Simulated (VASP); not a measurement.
Input of a VASP 6.6.1 run:

File INCAR:

```
SYSTEM = ScSiP
PREC = Accurate ; ENCUT = 520
EDIFF = 1E-6 ; ISMEAR = -1
SIGMA = 0.1 ; LREAL = .False.
LASPH = .True. ; NELM = 60
ALGO = Normal ; ISIF = 2
LWAVE = .False. ; LCHARG = .False.
GGA = PE ; NBANDS = 29
```

KPOINTS

```
Automatic mesh
0
Gamma
  7 7 7
  0 0 0
```

Contents of POSCAR:

```
ScSiP
1.0
    0.0000000000      4.2787788246     -0.0000001467
    4.2787788246      0.0000000000     -0.0000001467
    2.1393892142      2.1393892142     -5.7803114081
Sc Si P
2 2 2
Direct
    0.5000000000      0.0000000000      0.0000000000
    0.0000000000      0.5000000000      0.0000000000
    0.1552871824      0.1552871824      0.6894256352
    0.8447128176      0.8447128176      0.3105743648
    0.3510141510      0.3510141510      0.2979716980
    0.6489858490      0.6489858490      0.7020283020
```

Potentials or basis: VASP PAW PBE potentials, release 64 (Sc_sv, Si, P).

Launch:

```sh
$ cat potpaw_PBE.64/Sc_sv/POTCAR potpaw_PBE.64/Si/POTCAR potpaw_PBE.64/P/POTCAR > POTCAR
$ mpirun -np 1 vasp_std > vasp.out
```

Predict the band gap on the k mesh.

zero (bands 20 and 21 overlap by 1.41 eV).

Predict the largest force.

0.033 eV/Å.

Stress tensor (GPa, compression positive):
```
0.19 0.00 0.00
0.00 0.19 0.00
0.00 0.00 0.02
```
